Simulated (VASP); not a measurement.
# ScGa2N3 (P3m1) in VASP: notebook

The runs below take ScGa2N3 through single point, with PBE.

Program: VASP 6.6.1. These are calculated values, not measurements. Logs are shortened: lines on timing, memory, paths and dates and some standing lists are left out, and cuts for length are marked.

## 1. The cell of the first run

Symmetry: P3m1, No. 156, trigonal system. Conventional cell: a = 3.295 Å, b = 3.295 Å, c = 8.113 Å, α = 90.00°, β = 90.00°, γ = 120.00°. Within 2.7 Å of Sc (site symmetry 3m) lie 4 N at 2.05 to 2.13 Å. Within 2.6 Å of Ga (site symmetry 3m) lie 4 N at 1.97 to 2.00 Å. Within 2.6 Å of Ga (site symmetry 3m) lie 4 N at 1.98 to 2.01 Å. N (site symmetry 3m) has 1 Ga at 1.97 Å and 3 Sc at 2.05 Å within 2.6 Å. Within 2.7 Å of N (site symmetry 3m) lie 3 Ga at 2.01 Å and 1 Sc at 2.13 Å. N (site symmetry 3m) has 4 Ga at 1.98 to 2.00 Å within 2.6 Å.

## 2. Single point, PBE

INCAR reads:

```
ALGO = Normal
EDIFF = 1E-6
ENCUT = 520
GGA = PE
ISIF = 2
ISMEAR = 0
LASPH = T
LCHARG = F
LREAL = F
LWAVE = F
NBANDS = 35
NELM = 100
PREC = Accurate
SIGMA = 0.02
```

KPOINTS reads:

```
k-points
0
Gamma
  12 12 4
```

POSCAR reads:

```
ScGa2N3
1.0
    3.2952719467      0.0000000000      0.0000000000
   -1.6476359733      2.8537892182      0.0000000000
    0.0000000000      0.0000000000      8.1128132344
Sc Ga N
1 2 3
Direct
    0.0000000000      0.0000000000      0.9983834629
    0.6666666667      0.3333333333      0.6616490924
    0.3333333333      0.6666666667      0.3403749193
    0.6666666667      0.3333333333      0.9044897437
    0.0000000000      0.0000000000      0.2612734747
    0.3333333333      0.6666666667      0.5838293069
```

Potentials or basis: VASP PAW PBE potentials, release 64 (Sc_sv, Ga_d, N).

Launch:

```console
cat potpaw_PBE.64/Sc_sv/POTCAR potpaw_PBE.64/Ga_d/POTCAR potpaw_PBE.64/N/POTCAR > POTCAR
mpirun -np 1 vasp_std > vasp.out
```

OUTCAR:

```text
EDIFF = 1E-6
   ENCUT = 520
   GGA = PE
   ISIF = 2
   ISMEAR = 0
   LASPH = T
   LREAL = F
   NELM = 100
   PREC = Accurate

 ion  position               nearest neighbor table
   1  0.000  0.000  0.998-   4 2.05   4 2.05   4 2.05   5 2.13
   2  0.667  0.333  0.662-   4 1.97   6 2.00   6 2.00   6 2.00
   3  0.333  0.667  0.340-   6 1.98   5 2.01   5 2.01   5 2.01
   4  0.667  0.333  0.904-   2 1.97   1 2.05   1 2.05   1 2.05
   5  0.000  0.000  0.261-   3 2.01   3 2.01   3 2.01   1 2.13
   6  0.333  0.667  0.584-   3 1.98   2 2.00   2 2.00   2 2.00

  LATTYP: Found a hexagonal cell.
 ALAT       =     3.2952719467
 C/A-ratio  =     2.4619556036

  Lattice vectors:

 A1 = (   3.2952719467,   0.0000000000,   0.0000000000)
 A2 = (  -1.6476359733,   2.8537892182,   0.0000000000)
 A3 = (   0.0000000000,   0.0000000000,   8.1128132344)

Analysis of symmetry for initial positions (statically):
=====================================================================
 Subroutine PRICEL returns:
 Original cell was already a primitive cell.

 Routine SETGRP: Setting up the symmetry group for a
 hexagonal supercell.

 Subroutine GETGRP returns: Found  6 space group operations
 (whereof  6 operations were pure point group operations)
 out of a pool of 24 trial point group operations.

The static configuration has the point symmetry C_3v.

Analysis of symmetry for dynamics (positions and initial velocities):
=====================================================================
 Subroutine PRICEL returns:
 Original cell was already a primitive cell.

 Routine SETGRP: Setting up the symmetry group for a
 hexagonal supercell.

 Subroutine GETGRP returns: Found  6 space group operations
 (whereof  6 operations were pure point group operations)
 out of a pool of 24 trial point group operations.

The dynamic configuration has the point symmetry C_3v.

 Subroutine INISYM returns: Found  6 space group operations
 (whereof  6 operations are pure point group operations),
 and found     1 'primitive' translations

----------------------------------------------------------------------------------------

                                     Primitive cell

  volume of cell :      76.2930

  direct lattice vectors                    reciprocal lattice vectors
     3.295271947  0.000000000  0.000000000     0.303465091  0.175205652  0.000000000
    -1.647635973  2.853789218  0.000000000     0.000000000  0.350411304  0.000000000
     0.000000000  0.000000000  8.112813234     0.000000000  0.000000000  0.123261805

  length of vectors
     3.295271947  3.295271947  8.112813234     0.350411304  0.350411304  0.123261805

  position of ions in fractional coordinates (direct lattice)
     0.000000000  0.000000000  0.998383463
     0.666666667  0.333333333  0.661649092
     0.333333333  0.666666667  0.340374919
     0.666666667  0.333333333  0.904489744
     0.000000000  0.000000000  0.261273475
     0.333333333  0.666666667  0.583829307

  ion indices of the primitive-cell ions
   primitive index   ion index
                 1           1
                 2           2
                 3           3
                 4           4
                 5           5
                 6           6

----------------------------------------------------------------------------------------

 KPOINTS: k-points

Automatic generation of k-mesh.
 Grid dimensions read from file:
 generate k-points for:   12   12    4

 Generating k-lattice:

  Cartesian coordinates                     Fractional coordinates (reciprocal lattice)
     0.025288758  0.014600471  0.000000000     0.083333333  0.000000000  0.000000000
     0.000000000  0.029200942  0.000000000     0.000000000  0.083333333  0.000000000
     0.000000000  0.000000000  0.030815451     0.000000000  0.000000000  0.250000000

  Length of vectors
     0.029200942  0.029200942  0.030815451

  Shift w.r.t. Gamma in fractional coordinates (k-lattice)
     0.000000000  0.000000000  0.000000000

 Subroutine IBZKPT returns following result:
 ===========================================

 Found     69 irreducible k-points:

 Following reciprocal coordinates:
            Coordinates               Weight
  0.000000  0.000000  0.000000      1.000000
  0.083333  0.000000  0.000000      6.000000
  0.166667  0.000000  0.000000      6.000000
  0.250000 -0.000000  0.000000      6.000000
  0.333333  0.000000  0.000000      6.000000
  0.416667  0.000000  0.000000      6.000000
[... 16 lines left out ...]
  0.166667  0.000000  0.250000      6.000000
  0.000000  0.166667  0.250000      6.000000
 [... further k-points ...]
   k-points           NKPTS =     69   k-points in BZ     NKDIM =     69   number of bands    NBANDS=     35
   number of dos      NEDOS =    301   number of ions     NIONS =      6
   total plane-waves  NPLWV =  47040
   dimension x,y,z NGX =    28 NGY =   28 NGZ =   60
   dimension x,y,z NGXF=    56 NGYF=   56 NGZF=  120
   ions per type =               1   2   3
   NGX,Y,Z   is equivalent  to a cutoff of  14.13, 14.13, 12.30 a.u.
   NGXF,Y,Z  is equivalent  to a cutoff of  28.25, 28.25, 24.59 a.u.
 SYSTEM =  unknown system
   PREC   = accura    normal or accurate (medium, high low for compatibility)
   ISTART =      0    job   : 0-new  1-cont  2-samecut
   ICHARG =      2    charge: 1-file 2-atom 10-const
   ISPIN  =      1    spin polarized calculation?
   LNONCOLLINEAR =      F non collinear calculations
   LSORBIT =      F    spin-orbit coupling
   LASPH  =      T    aspherical Exc in radial PAW
   ENCUT  =  520.0 eV  38.22 Ry    6.18 a.u.   6.13  6.13 15.08*2*pi/ulx,y,z
   NELM   =    100;   NELMIN=  2; NELMDL= -5     # of ELM steps
   EDIFF  = 0.1E-05   stopping-criterion for ELM
   LREAL  =      F    real-space projection
[... 7 lines left out ...]
   TEBEG  =    0.0;   TEEND  =   0.0 temperature during run
   PSTRESS=    0.0 pullay stress
   NELECT =      52.0000    total number of electrons
   NUPDOWN=      -1.0000    fix difference up-down
   EMIN   =  10.00;   EMAX   =-10.00  energy-range for DOS
   EFERMI =   0.00;   METHOD = LEGACY
   ISMEAR =     0;   SIGMA  =   0.02  broadening in eV -4-tet -1-fermi 0-gaus
   EFERMI_NEDOS =   21; number of points for ismear=-14 and -15
   IALGO  =     38    algorithm
   IMIX   =      4    mixing-type and parameters
     AMIX     =   0.40;   BMIX     =  1.00
     AMIX_MAG =   1.60;   BMIX_MAG =  1.00
  volume/ion in A,a.u.               =      12.72        85.81
  Fermi-wavevector in a.u.,A,eV,Ry     =   1.440725  2.722575 28.241454  2.075688
  Thomas-Fermi vector in A             =   2.559437
   LORBIT       =      0    0 simple, 1 ext, 2 COOP (PROOUT), +10 PAW based schemes
   GGA     = PE    functional components
   LHFCALC =     F    Hartree Fock is set to
   AEXX    =    0.0000 exact exchange contribution
   IVDW    =     0    specifies the selected vdW correction
   LEPSILON=     F    determine dielectric tensor
   LRPA    =     F    only Hartree local field effects (RPA)
 non-spin polarized calculation
 Gauss-broadening in eV      SIGMA  =   0.02
  energy-cutoff  :      520.00
  volume of cell :       76.29
 maximum number of plane-waves:      2088
 NGX is ok and might be reduce to    28

 number of electron      51.9999996 magnetization

 Free energy of the ion-electron system (eV)
  ---------------------------------------------------
  ext. energy  EPLUGINS =         0.00000000
  ---------------------------------------------------
  free energy    TOTEN  =       -41.76403845 eV

  energy without entropy =      -41.76403845  energy(sigma->0) =      -41.76403845

 E-fermi :   4.2512     XC(G=0): -11.0850

 val. band max:        3.9946847395   @ k =   0.0000   0.0000   0.5000
 cond. band min:       5.8772812376   @ k =   0.0000   0.0000   0.0000
 fundamental gap:      1.8825964981
 Fermi energy:         4.2512189307

 k-point     1 :       0.0000    0.0000    0.0000
  band No.  band energies     occupation
      1     -43.1886      2.00000
      2     -21.9535      2.00000
      3     -21.7500      2.00000
      4     -21.7500      2.00000
      5     -10.8414      2.00000
      6     -10.2160      2.00000
[... 27 lines left out ...]
     34      11.5978      0.00000
     35      13.4362      0.00000

 k-point     2 :       0.0833    0.0000    0.0000
  band No.  band energies     occupation
      1     -43.1855      2.00000
      2     -21.9500      2.00000
      3     -21.7792      2.00000
      4     -21.7562      2.00000
      5     -10.7990      2.00000
      6     -10.1923      2.00000
[... 27 lines left out ...]
     34      11.6864      0.00000
     35      13.1766      0.00000

 k-point     3 :       0.1667    0.0000    0.0000
  band No.  band energies     occupation
      1     -43.1771      2.00000
      2     -21.9448      2.00000
      3     -21.8535      2.00000
      4     -21.7730      2.00000
      5     -10.6944      2.00000
      6     -10.1349      2.00000
[... 27 lines left out ...]
     34      11.6527      0.00000
     35      12.6220      0.00000

 k-point     4 :       0.2500   -0.0000    0.0000
  band No.  band energies     occupation
      1     -43.1654      2.00000
      2     -21.9907      2.00000
      3     -21.8996      2.00000
      4     -21.7957      2.00000
      5     -10.5800      2.00000
      6     -10.0771      2.00000
[... 27 lines left out ...]
     34      11.5689      0.00000
     35      12.4757      0.00000

 k-point     5 :       0.3333    0.0000    0.0000
  band No.  band energies     occupation
      1     -43.1538      2.00000
      2     -22.0891      2.00000
      3     -21.8908      2.00000
      4     -21.8184      2.00000
      5     -10.4986      2.00000
      6     -10.0442      2.00000
[... 638 lines left out ...]
 k-point    22 :       0.0000    0.0833    0.2500
  band No.  band energies     occupation
      1     -43.1855      2.00000
      2     -21.9500      2.00000
      3     -21.7792      2.00000
      4     -21.7562      2.00000
      5     -10.7855      2.00000
      6     -10.1906      2.00000
[... 27 lines left out ...]
     34      11.6564      0.00000
     35      12.9876      0.00000

 k-point    23 :       0.1667    0.0000    0.2500
  band No.  band energies     occupation
      1     -43.1770      2.00000
      2     -21.9449      2.00000
      3     -21.8535      2.00000
      4     -21.7730      2.00000
      5     -10.6854      2.00000
      6     -10.1322      2.00000
[... 27 lines left out ...]
     34      11.6409      0.00000
     35      12.4955      0.00000

 k-point    24 :       0.0000    0.1667    0.2500
  band No.  band energies     occupation
      1     -43.1770      2.00000
      2     -21.9449      2.00000
      3     -21.8535      2.00000
      4     -21.7730      2.00000
      5     -10.6864      2.00000
      6     -10.1327      2.00000
[... 27 lines left out ...]
     34      11.6726      0.00000
     35      12.4355      0.00000

 [... further k-points ...]

------------------------ aborting loop because EDIFF is reached ----------------------------------------

  FORCE on cell =-STRESS in cart. coord.  units (eV):
  Direction    XX          YY          ZZ          XY          YZ          ZX
  --------------------------------------------------------------------------------------
  -------------------------------------------------------------------------------------
  Total        0.1926347      0.1926347      0.1901697      0.0000000      0.0000000     -0.0000000
  in kB        4.0453901      4.0453901      3.9936251      0.0000000      0.0000000     -0.0000000
  external PRESSURE =       4.0281351 kB  Pullay stress =       0.0000000 kB

 VOLUME and BASIS-vectors are now :
 -----------------------------------------------------------------------------
  energy-cutoff  :      520.00
  volume of cell :       76.29
      direct lattice vectors                 reciprocal lattice vectors
     3.295271947  0.000000000  0.000000000     0.303465091  0.175205652  0.000000000
    -1.647635973  2.853789218  0.000000000     0.000000000  0.350411304  0.000000000
     0.000000000  0.000000000  8.112813234     0.000000000  0.000000000  0.123261805

 POSITION                                       TOTAL-FORCE (eV/Angst)
 -----------------------------------------------------------------------------------
      0.00000      0.00000      8.09970         0.000000     -0.000000      0.022545
      1.64764      0.95126      5.36784         0.000000     -0.000000     -0.002266
     -0.00000      1.90253      2.76140        -0.000000      0.000000      0.003711
      1.64764      0.95126      7.33796         0.000000     -0.000000     -0.054690
      0.00000      0.00000      2.11966         0.000000     -0.000000      0.031873
     -0.00000      1.90253      4.73650         0.000000     -0.000000     -0.001174
 -----------------------------------------------------------------------------------
    total drift:                               -0.000001      0.000001      0.000434

  FREE ENERGIE OF THE ION-ELECTRON SYSTEM (eV)
  ---------------------------------------------------
  free  energy   TOTEN  =       -41.7640384511 eV

  energy  without entropy=      -41.7640384511  energy(sigma->0) =      -41.76403845
```

Run time: 4.7 min. Hardware: 1 thread of Oxide Virtual Turin-like, shared host; peak memory 0.28 GiB.

What came out:

* Free energy: -41.7640 eV
* Pressure: 0.4 GPa
* Largest force: 0.055 eV/Å
* Band gap on the k mesh: 1.88 eV, indirect (least direct gap 1.94 eV)

Forces on the atoms (eV/Å):
```
Sc   0.000  0.000  0.023
Ga   0.000  0.000 -0.002
Ga   0.000  0.000  0.004
N    0.000  0.000 -0.055
N    0.000  0.000  0.032
N    0.000  0.000 -0.001
```

Levels at points of the mesh, in eV from the valence-band top:
```tsv
k point	band 23	band 24	band 25	band 26	band 27	band 28	band 29	band 30
(0.00, 0.00, 0.00)	-0.46	-0.41	-0.06	-0.06	1.88	3.95	4.83	4.83
(0.50, 0.00, 0.00)	-1.43	-1.43	-0.82	-0.40	2.83	4.25	4.99	5.32
(0.00, 0.00, 0.50)	-0.54	-0.54	0.00	0.00	2.83	3.20	4.83	4.83
(0.50, 0.00, 0.50)	-1.54	-1.15	-0.81	-0.58	3.30	3.81	4.48	5.52
```

A k mesh can miss the band edges.

## 3. Single point, PBE

This run uses another cell than the first one: it holds 12 atoms, not 6.

INCAR reads:

```
SYSTEM = ScGa2N3
  ALGO = Normal
  EDIFF = 1E-6
  ENCUT = 520
  GGA = PE
  ISIF = 2
  ISMEAR = 0
  LASPH = .TRUE.
  LCHARG = .TRUE.
  LELF = .TRUE.
  LREAL = .FALSE.
  LVHAR = .TRUE.
  LWAVE = .FALSE.
  NBANDS = 64
  NELM = 60
  PREC = Accurate
  SIGMA = 0.1
```

KPOINTS reads:

```
k-points
0
G
  4 4 2
  0 0 0
```

POSCAR reads:

```
ScGa2N3
1.0
    1.6476359733     -2.8537892182      0.0000000000
   -4.9429079200     -2.8537892182      0.0000000000
    0.0000000000      0.0000000000     -8.1128132344
Sc Ga N
2 4 6
Direct
    0.0000000000      1.0000000000      0.0016165371
    0.5000000000      0.5000000000      0.0016165371
    1.0000000000      0.6666666667      0.3383509076
    0.5000000000      0.1666666667      0.3383509076
    0.5000000000      0.8333333333      0.6596250807
    0.0000000000      0.3333333333      0.6596250807
    1.0000000000      0.6666666667      0.0955102563
    0.5000000000      0.1666666667      0.0955102563
    0.0000000000      1.0000000000      0.7387265253
    0.5000000000      0.5000000000      0.7387265253
    0.5000000000      0.8333333333      0.4161706931
    0.0000000000      0.3333333333      0.4161706931
```

Potentials or basis: VASP PAW PBE potentials, release 64 (Sc_sv, Ga_d, N).

Launch:

```console
cat potpaw_PBE.64/Sc_sv/POTCAR potpaw_PBE.64/Ga_d/POTCAR potpaw_PBE.64/N/POTCAR > POTCAR
mpirun -np 1 vasp_std > vasp.out
```

Run time: 4.8 min. Hardware: 1 thread of Oxide Virtual Turin-like, shared host; peak memory 0.29 GiB.

Results (log left out):

| Property | Result |
| --- | --- |
| Free energy | -83.4830 eV |
| Pressure | 0.4 GPa |
| Largest force | 0.045 eV/Å |
| Band gap on the k mesh | 1.88 eV |

Forces in eV/Å, atoms in the order of the input:
```
Sc  -0.009 -0.005  0.021
Sc  -0.009 -0.005  0.021
Ga   0.002  0.001 -0.009
Ga   0.002  0.001 -0.009
Ga   0.002  0.001  0.006
Ga   0.002  0.001  0.006
N    0.007  0.004 -0.044
N    0.007  0.004 -0.044
N    0.000  0.000  0.028
N    0.000  0.000  0.028
N   -0.002 -0.001 -0.003
N   -0.002 -0.001 -0.003
```

Stress tensor (GPa, compression positive):
```
 0.32 -0.12 -0.05
-0.12  0.46 -0.03
-0.05 -0.03  0.28
```

Levels at points of the mesh, in eV from the valence-band top:
```tsv
k point	band 48	band 49	band 50	band 51	band 52	band 53	band 54	band 55	band 56	band 57
(0.00, 0.00, 0.00)	-0.46	-0.42	-0.41	-0.06	-0.06	1.88	2.82	3.94	4.24	4.82
(0.50, 0.00, 0.00)	-1.36	-1.04	-1.04	-0.51	-0.51	3.12	3.12	4.03	4.03	5.24
(0.00, 0.50, 0.00)	-1.09	-0.54	-0.54	-0.44	-0.44	3.53	3.53	4.22	4.22	4.85
(0.50, 0.50, 0.00)	-1.43	-0.82	-0.82	-0.41	-0.41	2.82	2.82	4.24	4.24	4.98
(0.00, 0.00, 0.50)	-0.59	-0.55	-0.54	0.00	0.00	2.82	3.19	3.29	3.80	4.47
(0.50, 0.00, 0.50)	-1.52	-0.84	-0.84	-0.69	-0.69	3.21	3.21	4.22	4.22	5.08
(0.00, 0.50, 0.50)	-0.95	-0.51	-0.51	-0.43	-0.43	3.69	3.69	4.16	4.16	4.78
(0.50, 0.50, 0.50)	-1.15	-0.81	-0.81	-0.59	-0.59	3.29	3.29	3.80	3.80	4.47
```

Caveat: the k points lie up to 0.48 Å⁻¹ apart. A k mesh can miss the band edges.
